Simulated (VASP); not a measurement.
The system is Si.

```xyz
2
Lattice="-2.3714 2.3714 1.3293 2.3714 -2.3714 1.3293 2.3714 2.3714 -1.3293" Properties=species:S:1:pos:R:3 pbc="T T T"
Si    0.0000    0.0000    1.3293
Si    2.3714    0.0000    0.6646
```

- Program: VASP 6.6.1
- Task: relaxation of cell and atoms
- Functional: BLYP
- Potentials or basis: VASP PAW PBE potentials, release 64 (Si)
- Cutoff: 600 eV
- k mesh: 11 × 11 × 11
- Occupations: fermi-dirac, width 0.05 eV
- Spin: no spin polarisation

At the start: pressure 10.7 GPa; volume 14.95 Å³/atom.

Problem. How do energy, volume and symmetry change on relaxing?

Solution. Over 5 steps the energy falls by 50.7 meV/atom and the volume is 16.65 Å³/atom (+11.3 %); space group I4_1/amd (No. 141, to 0.1 Å) before and after.

Step by step:
```tsv
step	energy change (eV)	largest force (eV/Å)	pressure (GPa)	volume (Å³)
1	0.0000	0.0000	10.66	29.90
2	-0.0932	0.0000	-2.30	34.41
3	-0.1015	0.0000	0.05	33.28
4	-0.1014	0.0000	-0.11	33.35
5	-0.1015	0.0000	0.01	33.29
```

Final structure:
```cif
data_structure
_symmetry_space_group_name_H-M 'P 1'
_symmetry_Int_Tables_number 1
_cell_length_a 3.7396
_cell_length_b 3.7396
_cell_length_c 3.7396
_cell_angle_alpha 97.793
_cell_angle_beta 97.793
_cell_angle_gamma 136.787
_cell_volume 33.29
loop_
_atom_site_label
_atom_site_type_symbol
_atom_site_fract_x
_atom_site_fract_y
_atom_site_fract_z
_atom_site_occupancy
Si1 Si 0.50000 0.50000 0.00000 1
Si2 Si 0.25000 0.75000 0.50000 1
```

Caveat: the PAW data sets were made with another functional, which shifts forces and pressure a little.
